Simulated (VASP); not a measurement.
# WC (P1) in VASP: further runs

The runs below take WC through single point, with PBE.

Everything below comes from runs of VASP 6.6.1. Logs are shortened: lines on timing, memory, paths and dates and some standing lists are left out, and cuts for length are marked.

**1. The cell of the first run**

The typed cell holds 16 atoms: a = 5.910 Å, b = 5.118 Å, c = 5.795 Å, α = 90.00°, β = 90.00°, γ = 90.00°.

**2. Single point, PBE**

INCAR reads:

```
PREC = Accurate ; ENCUT = 520
EDIFF = 1E-7 ; ISMEAR = -1
SIGMA = 0.17 ; LREAL = Auto
LASPH = True ; NELM = 100
ALGO = Normal ; ISIF = 2
LWAVE = False ; LCHARG = False
GGA = PE ; NBANDS = 86
```

KPOINTS reads:

```
regular mesh
0
Gamma
  2 2 2
```

POSCAR reads:

```
WC
1.0
   -2.9549430000     -5.1181120000      0.0000000000
    4.4324150000     -2.5590560000      0.0000000000
    0.0000000000      0.0000000000      5.7954480000
W C
8 8
Direct
    0.7313988698      0.5048809668      0.0235184579
    0.7244060258      0.5047989674      0.4866578045
    0.5084663371      0.0159482006      0.0088690296
    0.4964970666      0.0055772150      0.5222374526
    0.2191383186      0.4599842841      0.0209819845
    0.2267387561      0.4989830826      0.5159394062
   -0.0003327225      0.0106300570      0.0185490406
   -0.0358186215     -0.0112448823      0.5094860656
    0.4892049412      0.6349975615      0.2060237621
    0.5327385194      0.6849340503      0.7576981107
    0.2430612406      0.1652896020      0.2837054185
    0.2305163225      0.1958892824      0.7552996766
   -0.0338055490      0.6466918214      0.2545446012
   -0.0036926834      0.6451986854      0.7574565418
    0.7382576322      0.1451374076      0.2721963859
    0.7685493109      0.1919764747      0.7608730162
```

Potentials or basis: VASP PAW PBE potentials, release 64 (W_sv, C).

Run with:

```console
$ cat potpaw_PBE.64/W_sv/POTCAR potpaw_PBE.64/C/POTCAR > POTCAR
$ mpirun -np 1 vasp_std > vasp.out
```

OUTCAR:

```text
PREC = Accurate
   ENCUT = 520
   EDIFF = 1E-7
   ISMEAR = -1
   LREAL = Auto
   LASPH = True
   NELM = 100
   ISIF = 2
   GGA = PE

 ion  position               nearest neighbor table
   1  0.731  0.505  0.024-   9 1.90  13 2.06  10 2.14  16 2.22  14 2.31  15 2.34   2 2.68   3 2.83
                             5 2.89   3 2.93   7 2.99   7 3.04   5 3.04   2 3.11
   2  0.724  0.505  0.487-  13 2.09  10 2.14  15 2.22   9 2.24  16 2.27  14 2.36   1 2.68   8 2.86
                             4 2.90   4 2.90   6 2.95   6 2.97   8 3.00   1 3.11
   3  0.508  0.016  0.009-  15 2.15  10 2.24   9 2.26  16 2.29  11 2.36  12 2.39   4 2.82   1 2.83
                             5 2.84   7 2.90   1 2.93   4 2.98   7 3.01   5 3.32
   4  0.496  0.006  0.522-  10 2.15  15 2.16  11 2.20  12 2.29  16 2.33   9 2.64   8 2.77   3 2.82
                             2 2.90   2 2.90   3 2.98   6 2.99   6 3.04   8 3.15
   5  0.219  0.460  0.021-  12 2.05   9 2.12  11 2.15  14 2.23  13 2.23   7 2.64  10 2.66   3 2.84
                             6 2.88   1 2.89   6 2.93   1 3.04   7 3.10   3 3.32
   6  0.227  0.499  0.516-  12 2.08  14 2.09  11 2.18  13 2.29   9 2.47  10 2.48   5 2.88   5 2.93
                             2 2.95   8 2.95   2 2.97   4 2.99   8 3.04   4 3.04
   7  1.000  0.011  0.019-  16 2.23  15 2.24  11 2.25  12 2.26  13 2.32  14 2.41   5 2.64   8 2.86
                             3 2.90   8 2.96   1 2.99   3 3.01   1 3.04   5 3.10
   8  0.964  0.989  0.509-  15 2.08  16 2.13  14 2.28  11 2.29  13 2.29  12 2.37   4 2.77   7 2.86
                             2 2.86   6 2.95   7 2.96   2 3.00   6 3.04   4 3.15
   9  0.489  0.635  0.206-   1 1.90   5 2.12   2 2.24   3 2.26   6 2.47   4 2.64
  10  0.533  0.685  0.758-   2 2.14   1 2.14   4 2.15   3 2.24   6 2.48   5 2.66
  11  0.243  0.165  0.284-   5 2.15   6 2.18   4 2.20   7 2.25   8 2.29   3 2.36
  12  0.231  0.196  0.755-   5 2.05   6 2.08   7 2.26   4 2.29   8 2.37   3 2.39
  13  0.966  0.647  0.255-   1 2.06   2 2.09   5 2.23   6 2.29   8 2.29   7 2.32
  14  0.996  0.645  0.757-   6 2.09   5 2.23   8 2.28   1 2.31   2 2.36   7 2.41
  15  0.738  0.145  0.272-   8 2.08   3 2.15   4 2.16   2 2.22   7 2.24   1 2.34
  16  0.769  0.192  0.761-   8 2.13   1 2.22   7 2.23   2 2.27   3 2.29   4 2.33

  LATTYP: Found a simple orthorhombic cell.
 ALAT       =     5.1181119901
 B/A-ratio  =     1.1323409904
 C/A-ratio  =     1.1547005073

  Lattice vectors:

 A1 = (   4.4324150000,  -2.5590560000,   0.0000000000)
 A2 = (   0.0000000000,   0.0000000000,   5.7954480000)
 A3 = (  -2.9549430000,  -5.1181120000,   0.0000000000)

Analysis of symmetry for initial positions (statically):
=====================================================================
 Subroutine PRICEL returns:
 Original cell was already a primitive cell.

 Routine SETGRP: Setting up the symmetry group for a
 simple orthorhombic supercell.

 Subroutine GETGRP returns: Found  1 space group operations
 (whereof  1 operations were pure point group operations)
 out of a pool of  8 trial point group operations.

The static configuration has the point symmetry C_1 .

Analysis of symmetry for dynamics (positions and initial velocities):
=====================================================================
 Subroutine PRICEL returns:
 Original cell was already a primitive cell.

 Routine SETGRP: Setting up the symmetry group for a
 simple orthorhombic supercell.

 Subroutine GETGRP returns: Found  1 space group operations
 (whereof  1 operations were pure point group operations)
 out of a pool of  8 trial point group operations.

The dynamic configuration has the point symmetry C_1 .

 Subroutine INISYM returns: Found  1 space group operations
 (whereof  1 operations are pure point group operations),
 and found     1 'primitive' translations

----------------------------------------------------------------------------------------

                                     Primitive cell

  volume of cell :     175.2976

  direct lattice vectors                    reciprocal lattice vectors
    -2.954943000 -5.118112000  0.000000000    -0.084603994 -0.146538415  0.000000000
     4.432415000 -2.559056000  0.000000000     0.169207987 -0.097692266  0.000000000
     0.000000000  0.000000000  5.795448000     0.000000000  0.000000000  0.172549214

  length of vectors
     5.909886511  5.118111990  5.795448000     0.169207987  0.195384548  0.172549214

  position of ions in fractional coordinates (direct lattice)
     0.731398870  0.504880967  0.023518458
     0.724406026  0.504798967  0.486657804
     0.508466337  0.015948201  0.008869030
     0.496497067  0.005577215  0.522237453
     0.219138319  0.459984284  0.020981984
     0.226738756  0.498983083  0.515939406
[... 8 lines left out ...]
     0.738257632  0.145137408  0.272196386
     0.768549311  0.191976475  0.760873016

  ion indices of the primitive-cell ions
   primitive index   ion index
                 1           1
                 2           2
                 3           3
                 4           4
                 5           5
                 6           6
[... 8 lines left out ...]
                15          15
                16          16

----------------------------------------------------------------------------------------

 KPOINTS: regular mesh

Automatic generation of k-mesh.
 Grid dimensions read from file:
 generate k-points for:    2    2    2

 Generating k-lattice:

  Cartesian coordinates                     Fractional coordinates (reciprocal lattice)
    -0.042301997 -0.073269208  0.000000000     0.500000000  0.000000000  0.000000000
     0.084603994 -0.048846133  0.000000000     0.000000000  0.500000000  0.000000000
     0.000000000  0.000000000  0.086274607     0.000000000  0.000000000  0.500000000

  Length of vectors
     0.084603994  0.097692274  0.086274607

  Shift w.r.t. Gamma in fractional coordinates (k-lattice)
     0.000000000  0.000000000  0.000000000

 Subroutine IBZKPT returns following result:
 ===========================================

 Found      8 irreducible k-points:

 Following reciprocal coordinates:
            Coordinates               Weight
  0.000000  0.000000  0.000000      1.000000
  0.500000  0.000000  0.000000      1.000000
  0.000000  0.500000  0.000000      1.000000
  0.500000  0.500000  0.000000      1.000000
  0.000000  0.000000  0.500000      1.000000
  0.500000  0.000000  0.500000      1.000000
  0.000000  0.500000  0.500000      1.000000
  0.500000  0.500000  0.500000      1.000000
   k-points           NKPTS =      8   k-points in BZ     NKDIM =      8   number of bands    NBANDS=     86
   number of dos      NEDOS =    301   number of ions     NIONS =     16
   total plane-waves  NPLWV =  92160
   dimension x,y,z NGX =    48 NGY =   40 NGZ =   48
   dimension x,y,z NGXF=    96 NGYF=   80 NGZF=   96
   ions per type =               8   8
   NGX,Y,Z   is equivalent  to a cutoff of  13.50, 12.99, 13.77 a.u.
   NGXF,Y,Z  is equivalent  to a cutoff of  27.00, 25.99, 27.54 a.u.
 SYSTEM =  unknown system
   PREC   = accura    normal or accurate (medium, high low for compatibility)
   ISTART =      0    job   : 0-new  1-cont  2-samecut
   ICHARG =      2    charge: 1-file 2-atom 10-const
   ISPIN  =      1    spin polarized calculation?
   LNONCOLLINEAR =      F non collinear calculations
   LSORBIT =      F    spin-orbit coupling
   LASPH  =      T    aspherical Exc in radial PAW
   ENCUT  =  520.0 eV  38.22 Ry    6.18 a.u.  10.99  9.52 10.78*2*pi/ulx,y,z
   NELM   =    100;   NELMIN=  2; NELMDL= -5     # of ELM steps
   EDIFF  = 0.1E-06   stopping-criterion for ELM
   LREAL  =      T    real-space projection
   EDIFFG = 0.1E-05   stopping-criterion for IOM
   NSW    =      0    number of steps for IOM
   IBRION =     -1    ionic relax: 0-MD 1-quasi-New 2-CG
   NFREE  =      0    steps in history (QN), initial steepest desc. (CG)
   ISIF   =      2    stress and relaxation
   ISYM   =      2    0-nonsym 1-usesym 2-fastsym
   POTIM  = 0.5000    time-step for ionic-motion
   TEBEG  =    0.0;   TEEND  =   0.0 temperature during run
   PSTRESS=    0.0 pullay stress
   NELECT =     144.0000    total number of electrons
   NUPDOWN=      -1.0000    fix difference up-down
   EMIN   =  10.00;   EMAX   =-10.00  energy-range for DOS
   EFERMI =   0.00;   METHOD = LEGACY
   ISMEAR =    -1;   SIGMA  =   0.17  broadening in eV -4-tet -1-fermi 0-gaus
   EFERMI_NEDOS =   21; number of points for ismear=-14 and -15
   IALGO  =     38    algorithm
   IMIX   =      4    mixing-type and parameters
     AMIX     =   0.40;   BMIX     =  1.00
     AMIX_MAG =   1.60;   BMIX_MAG =  1.00
  volume/ion in A,a.u.               =      10.96        73.94
  Fermi-wavevector in a.u.,A,eV,Ry     =   1.533217  2.897360 31.983963  2.350755
  Thomas-Fermi vector in A             =   2.640315
   LORBIT       =      0    0 simple, 1 ext, 2 COOP (PROOUT), +10 PAW based schemes
   GGA     = PE    functional components
   LHFCALC =     F    Hartree Fock is set to
   AEXX    =    0.0000 exact exchange contribution
   IVDW    =     0    specifies the selected vdW correction
   LEPSILON=     F    determine dielectric tensor
   LRPA    =     F    only Hartree local field effects (RPA)
 non-spin polarized calculation
  energy-cutoff  :      520.00
  volume of cell :      175.30
 maximum number of plane-waves:      4744
 NGX is ok and might be reduce to    48
   NGX = 21   NGY = 19   NGZ = 21

 number of electron     144.0000002 magnetization

 Free energy of the ion-electron system (eV)
  ---------------------------------------------------
  ext. energy  EPLUGINS =         0.00000000
  ---------------------------------------------------
  free energy    TOTEN  =      -174.46742448 eV

  energy without entropy =     -174.04357016  energy(sigma->0) =     -174.25549732

 E-fermi :  10.7633     XC(G=0): -13.4673

 val. band max:       10.6997791397   @ k =   0.5000   0.0000   0.5000
 cond. band min:      10.7821286977   @ k =   0.5000   0.0000   0.0000
 fundamental gap:      0.0823495580
 Fermi energy:        10.7633250347

 k-point     1 :       0.0000    0.0000    0.0000
  band No.  band energies     occupation
      1     -63.7488      2.00000
      2     -63.7144      2.00000
      3     -63.6970      2.00000
      4     -63.6699      2.00000
      5     -63.6659      2.00000
      6     -63.5847      2.00000
[... 685 lines left out ...]
     83      13.8300      0.00000
     84      13.8990      0.00000
 [bands above 84 left out]

------------------------ aborting loop because EDIFF is reached ----------------------------------------

  FORCE on cell =-STRESS in cart. coord.  units (eV):
  Direction    XX          YY          ZZ          XY          YZ          ZX
  --------------------------------------------------------------------------------------
  -------------------------------------------------------------------------------------
  Total        1.1486254     -0.5342442     -5.3096965      0.4855805      2.3402529      4.4144541
  in kB       10.4981573     -4.8828618    -48.5293351      4.4380873     21.3893424     40.3470374
  external PRESSURE =     -14.3046798 kB  Pullay stress =       0.0000000 kB

 VOLUME and BASIS-vectors are now :
 -----------------------------------------------------------------------------
  energy-cutoff  :      520.00
  volume of cell :      175.30
      direct lattice vectors                 reciprocal lattice vectors
    -2.954943000 -5.118112000  0.000000000    -0.084603994 -0.146538415  0.000000000
     4.432415000 -2.559056000  0.000000000     0.169207987 -0.097692266  0.000000000
     0.000000000  0.000000000  5.795448000     0.000000000  0.000000000  0.172549214

 POSITION                                       TOTAL-FORCE (eV/Angst)
 -----------------------------------------------------------------------------------
      0.07660     -5.03540      0.13630        -3.004907     -1.405807     -5.538291
      0.09690     -4.99940      2.82040        -1.343559     -0.237149      4.228382
     -1.43180     -2.64320      0.05140        -1.136010      2.647400     -0.081565
     -1.44240     -2.55540      3.02660         0.668135      1.134961     -0.491889
      1.39130     -2.29870      0.12160         4.054703     -3.899940     -0.821753
      1.54170     -2.43740      2.99010        -0.113363     -1.526104     -0.814031
[... 8 lines left out ...]
     -1.53820     -4.14990      1.57750         1.068740     -0.174010     -1.272625
     -1.42010     -4.42480      4.40960        -0.056221      2.342624      0.182728
 -----------------------------------------------------------------------------------
    total drift:                                0.007522     -0.000957      0.000705

  FREE ENERGIE OF THE ION-ELECTRON SYSTEM (eV)
  ---------------------------------------------------
  free  energy   TOTEN  =      -174.4674244802 eV

  energy  without entropy=     -174.0435701593  energy(sigma->0) =     -174.25549732
```

It took 3.2 min on 1 thread of AMD EPYC 9R45 (Zen 5), shared host; peak memory 0.29 GiB.

Results:

```yaml
Free_energy: -174.4674 eV
Pressure: -1.4 GPa
Largest_force: 6.456 eV/Å
Band_gap_on_the_k_mesh: zero (bands 72 and 73 overlap by 0.09 eV)
```

Forces in eV/Å, atoms in the order of the input:
```
W   -3.005 -1.406 -5.538
W   -1.344 -0.237  4.228
W   -1.136  2.647 -0.082
W    0.668  1.135 -0.492
W    4.055 -3.900 -0.822
W   -0.113 -1.526 -0.814
W   -1.694  2.362 -0.890
W   -1.435 -3.863  1.191
C    3.515  1.284  4.709
C    1.267  2.000 -0.468
C   -0.569  1.101 -0.958
C   -3.032  0.647 -0.026
C   -0.122 -2.258  0.768
C    1.933 -0.154  0.283
C    1.069 -0.174 -1.273
C   -0.056  2.343  0.183
```

Stress tensor (GPa, compression positive):
```
 1.05  0.44  4.03
 0.44 -0.49  2.14
 4.03  2.14 -4.85
```

Caveat: the k points lie up to 0.61 Å⁻¹ apart; spin-orbit coupling is left out, which moves the levels of the heavy elements; forces of over 1 eV/Å act on the atoms, so gaps and moduli don't describe the material at rest.

**3. Single point, PBE**

INCAR reads:

```
SYSTEM = WC
ALGO = Normal ; EDIFF = 1E-7
ENCUT = 520 ; GGA = PE
ISIF = 2 ; ISMEAR = -1
LASPH = .TRUE. ; LCHARG = .FALSE.
LREAL = Auto ; LWAVE = .FALSE.
NBANDS = 86 ; NELM = 60
PREC = Accurate ; SIGMA = 0.17
```

KPOINTS reads:

```
k-points
0
G
  2 2 2
  0 0 0
```

POSCAR reads:

```
WC
1.0
   -2.9549430000     -5.1181120000      0.0000000000
    4.4324150000     -2.5590560000      0.0000000000
    0.0000000000      0.0000000000      5.7954480000
W C
8 8
Direct
    0.7441319858      0.4989531897      0.0145458988
    0.7339575869      0.5048044540      0.5285872637
    0.4680772224      0.0246686088      0.0375639640
    0.4513953498     -0.0061710086      0.5285182440
    0.2311786403      0.5210522266      0.0404282810
    0.2480478076      0.5006000414      0.5456523810
   -0.0482334975      0.0057694878      0.0344235683
   -0.0035888369      0.0130392103      0.5254986327
    0.4531808543      0.6998946609      0.2896928762
    0.4617206004      0.6509674875      0.8146738613
    0.2401327999      0.2057295484      0.2439500794
    0.2422898879      0.1944206055      0.7711224395
   -0.0161461179      0.6488086386      0.2620332371
   -0.0040000247      0.6557779800      0.7748322477
    0.7478692236      0.2030520443      0.2745948199
    0.7028628008      0.1323024837      0.7735036187
```

Potentials or basis: VASP PAW PBE potentials, release 64 (W_sv, C).

Run with:

```console
$ cat potpaw_PBE.64/W_sv/POTCAR potpaw_PBE.64/C/POTCAR > POTCAR
$ mpirun -np 1 vasp_std > vasp.out
```

It took 3.2 min on 1 thread of AMD EPYC 9R45 (Zen 5), shared host; peak memory 0.3 GiB.

The run converged. Its results:

```yaml
Free_energy: -174.7344 eV
Pressure: -2.4 GPa
Largest_force: 4.695 eV/Å
Band_gap_on_the_k_mesh: zero (bands 72 and 73 overlap by 0.29 eV)
```

Forces in eV/Å, atoms in the order of the input:
```
W    1.742  0.932  1.326
W   -0.051 -0.035  0.081
W   -2.677  0.009 -1.407
W    0.360 -3.956  0.952
W   -0.325  1.101 -1.090
W    2.121  1.389 -2.338
W   -1.675 -2.489 -1.219
W    0.740  2.910  0.541
C   -2.186 -0.911 -0.691
C    0.327 -3.355 -2.978
C   -1.263  2.437  3.809
C   -1.357  2.478  1.284
C    2.798 -0.278  1.956
C    1.469  0.746 -0.315
C   -0.684  1.881  0.607
C    0.661 -2.858 -0.519
```

Stress tensor (GPa, compression positive):
```
 1.56  0.57  2.20
 0.57 -1.47  4.67
 2.20  4.67 -7.22
```

Levels at points of the mesh, in eV from the Fermi level:
| k point | band 69 | band 70 | band 71 | band 72 | band 73 | band 74 | band 75 | band 76 |
| --- | --- | --- | --- | --- | --- | --- | --- | --- |
| (0.00, 0.00, 0.00) | -0.82 | -0.69 | -0.30 | -0.18 | -0.07 | 0.52 | 0.98 | 1.48 |
| (0.50, 0.00, 0.00) | -1.17 | -0.87 | -0.19 | -0.10 | 0.20 | 0.57 | 0.61 | 0.86 |
| (0.00, 0.50, 0.00) | -0.91 | -0.71 | -0.33 | -0.07 | 0.92 | 1.14 | 1.62 | 1.65 |
| (0.50, 0.50, 0.00) | -1.69 | -1.57 | -1.32 | -1.19 | 0.95 | 1.25 | 1.47 | 1.61 |
| (0.00, 0.00, 0.50) | -1.25 | -0.94 | -0.16 | 0.12 | 0.17 | 0.50 | 0.60 | 0.92 |
| (0.50, 0.00, 0.50) | -1.34 | -1.02 | -0.95 | -0.81 | -0.16 | 0.04 | 0.60 | 0.79 |
| (0.00, 0.50, 0.50) | -1.30 | -1.25 | -1.08 | -0.85 | 0.77 | 0.85 | 0.97 | 1.05 |
| (0.50, 0.50, 0.50) | -1.69 | -1.51 | -1.28 | -1.10 | 0.66 | 1.02 | 1.12 | 1.23 |

Caveat: the k points lie up to 0.61 Å⁻¹ apart; spin-orbit coupling is left out, which moves the levels of the heavy elements; forces of over 1 eV/Å act on the atoms, so gaps and moduli don't describe the material at rest.

(Part 1 of 2 ends here.)
